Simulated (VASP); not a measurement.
Here is a VASP 6.6.1 calculation.

INCAR

```
SYSTEM = Sn8SO18
ALGO = Normal
DIPOL = 0.5 0.5 0.438
EDIFF = 1E-6
ENCUT = 520
GGA = PE
IDIPOL = 3
ISIF = 2
ISMEAR = 0
IVDW = 12
LASPH = .TRUE.
LCHARG = .FALSE.
LDIPOL = .TRUE.
LREAL = Auto
LWAVE = .FALSE.
NBANDS = 132
NELM = 100
PREC = Accurate
SIGMA = 0.05
```

Contents of KPOINTS:

```
k-points
0
G
  3 2 1
  0 0 0
```

POSCAR

```
Sn8SO18
1.0
    6.4600898703      0.0000000000      0.0000000000
    0.0000000000      6.7788694114      0.0000000000
    0.0000000000      0.0000000000     26.3054812908
O Sn S
18 8 1
Direct
    0.0000000000      0.0000000000      0.3041191268
    0.5000000000      0.0000000000      0.3041191268
    0.2500000000      0.3062105621      0.3540582737
    0.7500000000      0.3062105621      0.3540582737
    0.2500000000      0.6937894379      0.3540582737
    0.7500000000      0.6937894379      0.3540582737
    0.0000000000      0.0000000000      0.4039974205
    0.5000000000      0.0000000000      0.4039974205
    0.0004361705      0.5188721300      0.4311943245
    0.4975120884      0.5118417773      0.4346418629
    0.2524381176      0.8176690508      0.4919640460
    0.7470117735      0.8176798638      0.4908664310
    0.2413543036      0.1969096451      0.4822499219
    0.7593989007      0.1980218194      0.4783253219
   -0.0060608893      0.5038244695      0.5328353458
    0.4993148060      0.4695688845      0.5356234442
    0.5325693694      0.0904433949      0.5616369641
    0.2704770593      0.3011424175      0.6039295153
    0.0000000000      0.5000000000      0.3540582737
    0.5000000000      0.5000000000      0.3540582737
    0.2500000000      0.0000000000      0.3540582737
    0.7500000000      0.0000000000      0.3540582737
   -0.0002793794      0.0008560043      0.4795996540
    0.5007234128      0.0149086121      0.4832505505
    0.2399698986      0.5060825478      0.4869037471
    0.7546202076      0.5056422413      0.4852075530
    0.4870636455      0.2879056887      0.5892425673
```

Potentials or basis: VASP PAW PBE potentials, release 64 (O, Sn_d, S).

Run with:

```bash
$ cat potpaw_PBE.64/O/POTCAR potpaw_PBE.64/Sn_d/POTCAR potpaw_PBE.64/S/POTCAR > POTCAR
$ mpirun -np 1 vasp_std > vasp.out
```

(1) Predict the band gap on the k mesh.

(2) Estimate the dispersion energy per atom.

Results:

(1) 0.46 eV (least direct gap 0.47 eV).

(2) -0.148 eV.

Caveat: the k points lie up to 0.46 Å⁻¹ apart; spin-orbit coupling is left out, which moves the levels of the heavy elements.
